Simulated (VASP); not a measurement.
LiCl: single point with HSE06

Crystal: LiCl.

```
Li Cl
1.0
     0.00000    2.73304    2.74671
     2.73304    0.00000    2.74671
     2.73304    2.73304    0.00000
Li Cl
1 1
Cartesian
  0.0000 0.0000 0.0000
  1.3665 1.3665 1.3734
```

This cell differs from its parent crystal: uniaxial z strain +0.5%.

| Item | Value |
| --- | --- |
| Program | VASP 6.6.1 |
| Task | single point |
| Functional | HSE06 |
| Potentials or basis | VASP PAW PBE potentials, release 64 (Li_sv, Cl) |
| Cutoff | 520 eV |
| k mesh | 6 × 6 × 6 |
| Occupations | gaussian, width 0.01 eV |
| Spin | no spin polarisation |
| Dipole correction | no |
| Grid for exact exchange (PRECFOCK) | Normal |
| Further INCAR settings | ALGO = Normal; EDIFF = 1e-06; NBANDS = 12 |
| Share of exact exchange | 0.25 |
| Screening parameter | 0.2079 1/Å |

```
Band gap on the k mesh : 7.36 eV
```

Levels at points of the mesh, in eV from the valence-band top:
| k point | band 2 | band 3 | band 4 | band 5 | band 6 | band 7 | band 8 | band 9 |
| --- | --- | --- | --- | --- | --- | --- | --- | --- |
| (0.00, 0.00, 0.00) | -13.93 | -0.01 | 0.00 | 0.00 | 7.36 | 11.71 | 11.72 | 11.72 |
| (0.50, 0.00, 0.00) | -13.60 | -2.16 | -0.32 | -0.30 | 9.79 | 11.83 | 11.88 | 12.20 |
| (0.50, 0.50, 0.00) | -13.51 | -1.78 | -0.88 | -0.88 | 7.95 | 11.09 | 15.11 | 15.64 |
| (0.50, 0.00, 0.50) | -13.50 | -1.77 | -0.90 | -0.90 | 7.94 | 11.07 | 15.18 | 15.60 |

It took 34 min on 1 thread of Intel Xeon 8259CL (shared host), peak memory 0.29 GiB.

Caveat: the cell differs from its parent crystal (uniaxial z strain +0.5%).
